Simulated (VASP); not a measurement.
# Hg2Pb (P-3m1) in VASP: single point with PBE

Aim: the single point of Hg2Pb with PBE.

All numbers are computed with VASP 6.6.1; they aren't measurements. Logs are shortened: lines on timing, memory, paths and dates and some standing lists are left out, and cuts for length are marked.

## (1) The cell of the first run

The structure is trigonal, space group P-3m1 (No. 164). Conventional cell: a = 3.499 Å, b = 3.499 Å, c = 8.054 Å, α = 90.00°, β = 90.00°, γ = 120.00°. Within 4.2 Å of Hg (site symmetry 3m) lie 9 Hg at 3.23 to 3.50 Å and 3 Pb at 3.43 Å. Within 4.5 Å of Pb (site symmetry -3m) lie 6 Hg at 3.43 Å and 6 Pb at 3.50 Å.

The cell was built from a structure type or drawn by symmetry, and may not be a known phase.

## (2) Single point, PBE

The input, INCAR:

```
PREC     = Accurate       # precision mode
ENCUT    = 520            # plane-wave cutoff, eV
EDIFF    = 1E-7           # SCF threshold, eV
ISMEAR   = 0              # smearing method
SIGMA    = 0.1            # smearing width, eV
LREAL    = F              # projectors in reciprocal space
LASPH    = T              # aspherical terms in the spheres
NELM     = 60             # most SCF steps
ALGO     = Fast           # electronic algorithm
ISIF     = 2              # what is computed and relaxed
LWAVE    = F              # write WAVECAR
LCHARG   = T              # write CHGCAR
GGA      = PE             # functional
LELF     = T              # ELF
LVHAR    = T            
NBANDS   = 26             # bands
```

The input, KPOINTS:

```
regular mesh
0
Gamma
  18 18 6
```

The input, POSCAR:

```
Hg2Pb
1.0
    3.4988908114      0.0000000000      0.0000000000
   -1.7494454057      3.0301283278      0.0000000000
    0.0000000000      0.0000000000      8.0542193985
Hg Pb
2 1
Direct
    0.3333333333      0.6666666667      0.3434939633
    0.6666666667      0.3333333333      0.6565060367
    0.0000000000      0.0000000000      0.0000000000
```

Potentials or basis: VASP PAW PBE potentials, release 64 (Hg, Pb_d).

Command:

```
> cat potpaw_PBE.64/Hg/POTCAR potpaw_PBE.64/Pb_d/POTCAR > POTCAR
> mpirun -np 1 vasp_std > vasp.out
```

OUTCAR:

```text
PREC = Accurate
   ENCUT = 520
   EDIFF = 1E-7
   ISMEAR = 0
   LREAL = F
   LASPH = T
   NELM = 60
   ISIF = 2
   GGA = PE

 ion  position               nearest neighbor table
   1  0.333  0.667  0.343-   2 3.23   2 3.23   2 3.23   3 3.43   3 3.43   3 3.43
   2  0.667  0.333  0.657-   1 3.23   1 3.23   1 3.23   3 3.43   3 3.43   3 3.43
   3  0.000  0.000  0.000-   1 3.43   2 3.43   2 3.43   1 3.43   2 3.43   1 3.43

  LATTYP: Found a hexagonal cell.
 ALAT       =     3.4988908114
 C/A-ratio  =     2.3019350510

  Lattice vectors:

 A1 = (   3.4988908114,   0.0000000000,   0.0000000000)
 A2 = (  -1.7494454057,   3.0301283278,   0.0000000000)
 A3 = (   0.0000000000,   0.0000000000,   8.0542193985)

Analysis of symmetry for initial positions (statically):
=====================================================================
 Subroutine PRICEL returns:
 Original cell was already a primitive cell.

 Routine SETGRP: Setting up the symmetry group for a
 hexagonal supercell.

 Subroutine GETGRP returns: Found 12 space group operations
 (whereof 12 operations were pure point group operations)
 out of a pool of 24 trial point group operations.

The static configuration has the point symmetry D_3d.

Analysis of symmetry for dynamics (positions and initial velocities):
=====================================================================
 Subroutine PRICEL returns:
 Original cell was already a primitive cell.

 Routine SETGRP: Setting up the symmetry group for a
 hexagonal supercell.

 Subroutine GETGRP returns: Found 12 space group operations
 (whereof 12 operations were pure point group operations)
 out of a pool of 24 trial point group operations.

The dynamic configuration has the point symmetry D_3d.

 Subroutine INISYM returns: Found 12 space group operations
 (whereof 12 operations are pure point group operations),
 and found     1 'primitive' translations

----------------------------------------------------------------------------------------

                                     Primitive cell

  volume of cell :      85.3915

  direct lattice vectors                    reciprocal lattice vectors
     3.498890811  0.000000000  0.000000000     0.285804860  0.165009513  0.000000000
    -1.749445406  3.030128328  0.000000000     0.000000000  0.330019026  0.000000000
     0.000000000  0.000000000  8.054219399     0.000000000  0.000000000  0.124158525

  length of vectors
     3.498890811  3.498890811  8.054219399     0.330019026  0.330019026  0.124158525

  position of ions in fractional coordinates (direct lattice)
     0.333333333  0.666666667  0.343493963
     0.666666667  0.333333333  0.656506037
     0.000000000  0.000000000  0.000000000

  ion indices of the primitive-cell ions
   primitive index   ion index
                 1           1
                 2           2
                 3           3

----------------------------------------------------------------------------------------

 KPOINTS: regular mesh

Automatic generation of k-mesh.
 Grid dimensions read from file:
 generate k-points for:   18   18    6

 Generating k-lattice:

  Cartesian coordinates                     Fractional coordinates (reciprocal lattice)
     0.015878048  0.009167195  0.000000000     0.055555556  0.000000000  0.000000000
     0.000000000  0.018334390  0.000000000     0.000000000  0.055555556  0.000000000
     0.000000000  0.000000000  0.020693087     0.000000000  0.000000000  0.166666667

  Length of vectors
     0.018334390  0.018334390  0.020693087

  Shift w.r.t. Gamma in fractional coordinates (k-lattice)
     0.000000000  0.000000000  0.000000000

 Subroutine IBZKPT returns following result:
 ===========================================

 Found    202 irreducible k-points:

 Following reciprocal coordinates:
            Coordinates               Weight
  0.000000  0.000000  0.000000      1.000000
  0.055556  0.000000  0.000000      6.000000
  0.111111  0.000000  0.000000      6.000000
  0.166667  0.000000  0.000000      6.000000
  0.222222  0.000000  0.000000      6.000000
  0.277778  0.000000  0.000000      6.000000
[... 16 lines left out ...]
  0.333333  0.111111  0.000000     12.000000
  0.388889  0.111111  0.000000     12.000000
 [... further k-points ...]
   k-points           NKPTS =    202   k-points in BZ     NKDIM =    202   number of bands    NBANDS=     26
   number of dos      NEDOS =    301   number of ions     NIONS =      3
   total plane-waves  NPLWV =  47040
   dimension x,y,z NGX =    28 NGY =   28 NGZ =   60
   dimension x,y,z NGXF=    56 NGYF=   56 NGZF=  120
   ions per type =               2   1
   NGX,Y,Z   is equivalent  to a cutoff of  13.30, 13.30, 12.38 a.u.
   NGXF,Y,Z  is equivalent  to a cutoff of  26.61, 26.61, 24.77 a.u.
 SYSTEM =  unknown system
   PREC   = accura    normal or accurate (medium, high low for compatibility)
   ISTART =      0    job   : 0-new  1-cont  2-samecut
   ICHARG =      2    charge: 1-file 2-atom 10-const
   ISPIN  =      1    spin polarized calculation?
   LNONCOLLINEAR =      F non collinear calculations
   LSORBIT =      F    spin-orbit coupling
   LASPH  =      T    aspherical Exc in radial PAW
   ENCUT  =  520.0 eV  38.22 Ry    6.18 a.u.   6.51  6.51 14.98*2*pi/ulx,y,z
   NELM   =     60;   NELMIN=  2; NELMDL= -5     # of ELM steps
   EDIFF  = 0.1E-06   stopping-criterion for ELM
   LREAL  =      F    real-space projection
   EDIFFG = 0.1E-05   stopping-criterion for IOM
   NSW    =      0    number of steps for IOM
   IBRION =     -1    ionic relax: 0-MD 1-quasi-New 2-CG
   NFREE  =      0    steps in history (QN), initial steepest desc. (CG)
   ISIF   =      2    stress and relaxation
   ISYM   =      2    0-nonsym 1-usesym 2-fastsym
   POTIM  = 0.5000    time-step for ionic-motion
   TEBEG  =    0.0;   TEEND  =   0.0 temperature during run
   PSTRESS=    0.0 pullay stress
   NELECT =      38.0000    total number of electrons
   NUPDOWN=      -1.0000    fix difference up-down
   EMIN   =  10.00;   EMAX   =-10.00  energy-range for DOS
   EFERMI =   0.00;   METHOD = LEGACY
   ISMEAR =     0;   SIGMA  =   0.10  broadening in eV -4-tet -1-fermi 0-gaus
   EFERMI_NEDOS =   21; number of points for ismear=-14 and -15
   IALGO  =     68    algorithm
   IMIX   =      4    mixing-type and parameters
     AMIX     =   0.40;   BMIX     =  1.00
     AMIX_MAG =   1.60;   BMIX_MAG =  1.00
  volume/ion in A,a.u.               =      28.46       192.08
  Fermi-wavevector in a.u.,A,eV,Ry     =   1.249869  2.361909 21.254639  1.562172
  Thomas-Fermi vector in A             =   2.383889
   LORBIT       =      0    0 simple, 1 ext, 2 COOP (PROOUT), +10 PAW based schemes
   GGA     = PE    functional components
   LHFCALC =     F    Hartree Fock is set to
   AEXX    =    0.0000 exact exchange contribution
   IVDW    =     0    specifies the selected vdW correction
   LEPSILON=     F    determine dielectric tensor
   LRPA    =     F    only Hartree local field effects (RPA)
 non-spin polarized calculation
 RMM-DIIS sequential band-by-band and
 Gauss-broadening in eV      SIGMA  =   0.10
  energy-cutoff  :      520.00
  volume of cell :       85.39
 maximum number of plane-waves:      2336
 NGX is ok and might be reduce to    28
   NGX = 13   NGY = 13   NGZ = 29

 number of electron      38.0000007 magnetization

 Free energy of the ion-electron system (eV)
  ---------------------------------------------------
  ext. energy  EPLUGINS =         0.00000000
  ---------------------------------------------------
  free energy    TOTEN  =        -3.82751622 eV

  energy without entropy =       -3.82089585  energy(sigma->0) =       -3.82420603

 E-fermi :   3.7827     XC(G=0): -10.0921

 val. band max:        3.7697205688   @ k =   0.0000   0.4444   0.1667
 cond. band min:       3.7930528028   @ k =   0.3333   0.2778   0.1667
 fundamental gap:      0.0233322340
 Fermi energy:         3.7826581815

 k-point     1 :       0.0000    0.0000    0.0000
  band No.  band energies     occupation
      1     -13.4013      2.00000
      2     -13.3241      2.00000
      3     -13.3241      2.00000
      4     -13.2090      2.00000
      5     -13.2090      2.00000
      6      -6.8582      2.00000
[... 18 lines left out ...]
     25      13.8952      0.00000
     26      13.9795      0.00000

 k-point     2 :       0.0556    0.0000    0.0000
  band No.  band energies     occupation
      1     -13.3967      2.00000
      2     -13.3253      2.00000
      3     -13.3169      2.00000
      4     -13.2132      2.00000
      5     -13.2099      2.00000
      6      -6.8088      2.00000
[... 18 lines left out ...]
     25      14.0327      0.00000
     26      14.3759      0.00000

 k-point     3 :       0.1111    0.0000    0.0000
  band No.  band energies     occupation
      1     -13.3859      2.00000
      2     -13.3265      2.00000
      3     -13.2962      2.00000
      4     -13.2252      2.00000
      5     -13.2126      2.00000
      6      -6.6608      2.00000
[... 18 lines left out ...]
     25      13.4753      0.00000
     26      13.4888      0.00000

 k-point     4 :       0.1667    0.0000    0.0000
  band No.  band energies     occupation
      1     -13.3792      2.00000
      2     -13.3191      2.00000
      3     -13.2642      2.00000
      4     -13.2434      2.00000
      5     -13.2167      2.00000
      6      -6.4159      2.00000
[... 18 lines left out ...]
     25      12.6848      0.00000
     26      13.0587      0.00000
[... 496 lines left out ...]
      1     -13.3809      2.00000
      2     -13.3101      2.00000
      3     -13.2576      2.00000
      4     -13.2401      2.00000
      5     -13.1382      2.00000
      6      -5.0593      2.00000
[... 18 lines left out ...]
     25       9.9031      0.00000
     26      10.9268      0.00000

 k-point    23 :       0.3333    0.1111    0.0000
  band No.  band energies     occupation
      1     -13.3914      2.00000
      2     -13.3251      2.00000
      3     -13.2453      2.00000
      4     -13.2273      2.00000
      5     -13.1159      2.00000
      6      -4.5994      2.00000
[... 18 lines left out ...]
     25       9.6350      0.00000
     26      10.8025      0.00000

 k-point    24 :       0.3889    0.1111    0.0000
  band No.  band energies     occupation
      1     -13.3983      2.00000
      2     -13.3349      2.00000
      3     -13.2488      2.00000
      4     -13.2061      2.00000
      5     -13.1028      2.00000
      6      -4.2532      2.00000
[... 18 lines left out ...]
     25       9.7883      0.00000
     26      10.9554      0.00000

 [... further k-points ...]

------------------------ aborting loop because EDIFF is reached ----------------------------------------

  FORCE on cell =-STRESS in cart. coord.  units (eV):
  Direction    XX          YY          ZZ          XY          YZ          ZX
  --------------------------------------------------------------------------------------
  -------------------------------------------------------------------------------------
  Total        0.0390055      0.0390055      0.0418513      0.0000000      0.0000000      0.0000000
  in kB        0.7318489      0.7318489      0.7852437      0.0000000      0.0000000      0.0000000
  external PRESSURE =       0.7496472 kB  Pullay stress =       0.0000000 kB

 VOLUME and BASIS-vectors are now :
 -----------------------------------------------------------------------------
  energy-cutoff  :      520.00
  volume of cell :       85.39
      direct lattice vectors                 reciprocal lattice vectors
     3.498890811  0.000000000  0.000000000     0.285804860  0.165009513  0.000000000
    -1.749445406  3.030128328  0.000000000     0.000000000  0.330019026  0.000000000
     0.000000000  0.000000000  8.054219399     0.000000000  0.000000000  0.124158525

 POSITION                                       TOTAL-FORCE (eV/Angst)
 -----------------------------------------------------------------------------------
     -0.00000      2.02009      2.76658         0.000000      0.000000     -0.012419
      1.74945      1.01004      5.28764         0.000000     -0.000000      0.012419
      0.00000      0.00000      0.00000        -0.000000      0.000000      0.000000
 -----------------------------------------------------------------------------------
    total drift:                                0.000000     -0.000000      0.000000

  FREE ENERGIE OF THE ION-ELECTRON SYSTEM (eV)
  ---------------------------------------------------
  free  energy   TOTEN  =        -3.8275162186 eV

  energy  without entropy=       -3.8208958499  energy(sigma->0) =       -3.82420603
```

It took 6.2 min on 1 thread of AMD EPYC 7R13 (Zen 3), shared host; peak memory 0.49 GiB.

Results:

```
Free energy            : -3.8275 eV
Pressure               : 0.1 GPa
Largest force          : 0.012 eV/Å
Band gap on the k mesh : zero (bands 19 and 20 overlap by 3.24 eV)
```

Forces on the atoms (eV/Å):
```
Hg   0.000  0.000 -0.012
Hg   0.000  0.000  0.012
Pb   0.000  0.000  0.000
```

Caveat: spin-orbit coupling is left out, which moves the levels of the heavy elements.
